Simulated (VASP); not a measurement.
Fe:

```
CELL_PARAMETERS angstrom
-1.46199 1.46199 1.46199
1.46199 -1.46199 1.46199
1.46199 1.46199 -1.46199
ATOMIC_POSITIONS crystal
Fe 0.00000 0.00000 0.00000
```

This cell differs from its parent crystal: volume scaled by 1.04.

Base run:

- Program: VASP 6.6.1
- Functional: LDA
- Potentials or basis: VASP PAW LDA potentials, release 64 (Fe)
- Cutoff: 520 eV
- k mesh: 13 × 13 × 13
- Occupations: fermi-dirac, width 0.05 eV
- Spin: collinear spin, ferromagnetic start
- Starting moments: [3.0] μB

Its results: pressure -29.7 GPa; net moment 2.28 μB per cell; site moments Fe +2.26 μB.

Question: The run is repeated on the same cell with these changes: functional from LDA to PBE; potentials or basis from VASP PAW LDA potentials, release 64 (Fe) to VASP PAW PBE potentials, release 64 (Fe). What comes out?

Answer: Pressure -12.4 GPa; net moment 2.44 μB per cell; site moments Fe +2.46 μB.
